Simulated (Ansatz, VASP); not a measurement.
AlGaN2 in VASP and in Ansatz

INCAR

```
  PREC = Accurate
  ENCUT = 520
  EDIFF = 1E-6
  ISMEAR = 0
  SIGMA = 0.02
  LREAL = F
  LASPH = T
  NELM = 80
  ALGO = Normal
  ISIF = 2
  LWAVE = F
  LCHARG = F
  GGA = CA
  IBRION = 2
  NSW = 60
  EDIFFG = -0.008
```

Contents of KPOINTS:

```
regular mesh
0
Gamma
  8 8 6
```

The input POSCAR:

```
AlGaN2
1.0
    3.1152864669      0.0000000000      0.0000000000
    0.0000000000      3.1152864669      0.0000000000
    0.0000000000      0.0000000000      4.1212703887
Al Ga N
1 1 2
Direct
    0.5000000000      0.5000000000      0.5000000000
    0.0000000000      0.0000000000      0.0000000000
    0.5000000000      0.0000000000      0.7392191729
    0.0000000000      0.5000000000      0.2607808271
```

Input for Ansatz:

```yaml
crystal:
  lattice:
    - [3.1152864669, 0.0, 0.0]
    - [0.0, 3.1152864669, 0.0]
    - [0.0, 0.0, 4.1212703887]
  atoms:
    - { symbol: Al, position: [0.5, 0.5, 0.5] }
    - { symbol: Ga, position: [0.0, 0.0, 0.0] }
    - { symbol: "N", position: [0.5, 0.0, 0.7392191729] }
    - { symbol: "N", position: [0.0, 0.5, 0.2607808271] }
basis:
  ecutwfc: 420
kpoints:
  mp_grid: { grid: [8, 8, 6] }
hamiltonian:
  xc: lda
scf:
  occupations: { method: gaussian, width: 0.02 }
output:
  forces: true
  stress: true
  eigenvalues: true
relax:
  adjacent_minimum: "off"
  f_tol: 0.008
  max_steps: 40
```

Change from the starting cell: strain along c alone, the other axes held, atoms relaxed: -6.0 %.

Alike in both runs: task relaxation of the atoms; functional LDA; k mesh 8 × 8 × 6; occupations gaussian, width 0.02 eV; no spin polarisation.

|  | VASP | Ansatz |
| --- | --- | --- |
| version | VASP 6.6.1 | Ansatz 0.2.0 |
| potentials or method | VASP PAW LDA potentials, release 64 (Al, Ga_d, N), cutoff 520 eV | scalar-relativistic, plane waves, PAW |
| valence electrons in the cell | 26 | 26 |

|  | VASP | Ansatz | Ansatz less VASP |
| --- | --- | --- | --- |
| gap on the k mesh at the Fermi level, each at its own relaxed structure (eV) | 3.44 | 3.46 | +0.013 |

LDA's correlation is that of Perdew and Zunger in VASP and of Perdew and Wang (1992) in Ansatz. Ansatz's warnings: stress scf threshold loose.
